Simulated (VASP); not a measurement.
A run of VASP 6.6.1 is set up as follows.

The input INCAR:

```
SYSTEM = LiF
PREC = Accurate
ENCUT = 910
EDIFF = 1E-7
ISMEAR = 0
SIGMA = 0.02
LREAL = .FALSE.
LASPH = .TRUE.
NELM = 120
ALGO = Normal
ISIF = 3
LWAVE = .FALSE.
LCHARG = .FALSE.
GGA = PE
IBRION = 2
NSW = 100
EDIFFG = -0.01
GGA_COMPAT = .FALSE.
NELMIN = 4
```

Contents of KPOINTS:

```
regular mesh
0
G
  10 10 10
  0 0 0
```

Contents of POSCAR:

```
LiF
1.0
    0.0000000000      2.0343001485      2.0343001485
    2.0343001485      0.0000000000      2.0343001485
    2.0343001485      2.0343001485      0.0000000000
Li F
1 1
Direct
    0.5000000000      0.5000000000      0.5000000000
    0.0000000000      0.0000000000      0.0000000000
```

Potentials or basis: VASP PAW PBE potentials, release 64 (Li_sv, F_h).

The run is started by

```sh
$ cat potpaw_PBE.64/Li_sv/POTCAR potpaw_PBE.64/F_h/POTCAR > POTCAR
$ mpirun -np 1 vasp_std > vasp.out
```

Estimate the space group after relaxing (to 0.1 Å).

Fm-3m (No. 225).

Predict the relaxed cell.

a = 2.863 Å, b = 2.863 Å, c = 2.863 Å, α = 60.00°, β = 60.00°, γ = 60.00°.

What does it give for the band gap on the k mesh?

8.93 eV.

Final structure:
```yaml
crystal:
  lattice:
    - [0.00000, 2.02477, 2.02477]
    - [2.02477, 0.00000, 2.02477]
    - [2.02477, 2.02477, 0.00000]
  atoms:
    - { symbol: Li, position: [0.50000, 0.50000, 0.50000] }
    - { symbol: F, position: [0.00000, 0.00000, 0.00000] }
```

 A k mesh can miss the band edges.
